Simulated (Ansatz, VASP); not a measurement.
**Two plane-wave programs on WSe2**

INCAR

```
SYSTEM = WSe2
  PREC = Accurate
  ENCUT = 600
  EDIFF = 1E-6
  ISMEAR = 0
  SIGMA = 0.01
  LREAL = .False.
  LASPH = .True.
  NELM = 80
  ALGO = Normal
  ISIF = 3
  LWAVE = .False.
  LCHARG = .False.
  GGA = CA
  IBRION = 2
  NSW = 80
  EDIFFG = -0.001
```

The input KPOINTS:

```
Automatic mesh
0
Gamma
  12 12 3
  0 0 0
```

File POSCAR:

```
WSe2
1.0
    3.2899984505      0.0000000000      0.0000000000
   -1.6449992252      2.8492222365      0.0000000000
    0.0000000000      0.0000000000     12.9700000000
W Se
2 4
Direct
    0.3333333333      0.6666666667      0.2500000000
    0.6666666667      0.3333333333      0.7500000000
    0.3333333333      0.6666666667      0.6210000000
    0.6666666667      0.3333333333      0.1210000000
    0.3333333333      0.6666666667      0.8790000000
    0.6666666667      0.3333333333      0.3790000000
```

Input for Ansatz:

```yaml
crystal:
  lattice:
    - [3.2899984505, 0.0, 0.0]
    - [-1.6449992252, 2.8492222365, 0.0]
    - [0.0, 0.0, 12.97]
  atoms:
    - { symbol: W, position: [0.3333333333, 0.6666666667, 0.25] }
    - { symbol: W, position: [0.6666666667, 0.3333333333, 0.75] }
    - { symbol: Se, position: [0.3333333333, 0.6666666667, 0.621] }
    - { symbol: Se, position: [0.6666666667, 0.3333333333, 0.121] }
    - { symbol: Se, position: [0.3333333333, 0.6666666667, 0.879] }
    - { symbol: Se, position: [0.6666666667, 0.3333333333, 0.379] }
scf:
  occupations: { method: fixed }
output:
  forces: true
  stress: true
  eigenvalues: true
  write_density: true
  write_potential: true
  elf: true
  volumetric_format: npy
hamiltonian:
  xc: lda
relax:
  f_tol: 0.001
  max_steps: 60
  cell: { stress_tol: 0.03 }
kpoints:
  mp_grid: { grid: [12, 12, 3] }
```

Alike in both runs: task relaxation of cell and atoms; functional LDA; k mesh 12 × 12 × 3; no spin polarisation.

```csv
,VASP,Ansatz
version,VASP 6.6.1,Ansatz 0.2.0
potentials or method,"VASP PAW LDA potentials, release 64 (W_sv, Se)","scalar-relativistic, plane waves, PAW"
plane-wave cutoff (eV),600,420
occupations,"gaussian, width 0.01 eV",fixed
valence electrons in the cell,52,92
```

Ansatz gave:

| Item | Value |
| --- | --- |
| gap on the k mesh at the Fermi level, each at its own relaxed structure (eV) | 0.89 |
| relaxed volume (Å³/atom) | 19.54 |
| relaxed length of the cell vector where the two differ most in proportion (Å) | 3.250 |

Q: What did VASP give for the same quantities?

A: gap on the k mesh at the Fermi level, each at its own relaxed structure (eV): 0.87; relaxed volume (Å³/atom): 19.62; relaxed length of the cell vector where the two differ most in proportion (Å): 3.255.

LDA's correlation is that of Perdew and Zunger in VASP and of Perdew and Wang (1992) in Ansatz. VASP's potentials hold 52 valence electrons a cell and Ansatz's 92, so a difference there can come from the potentials and not from the codes.

Neither program's run includes spin-orbit coupling.
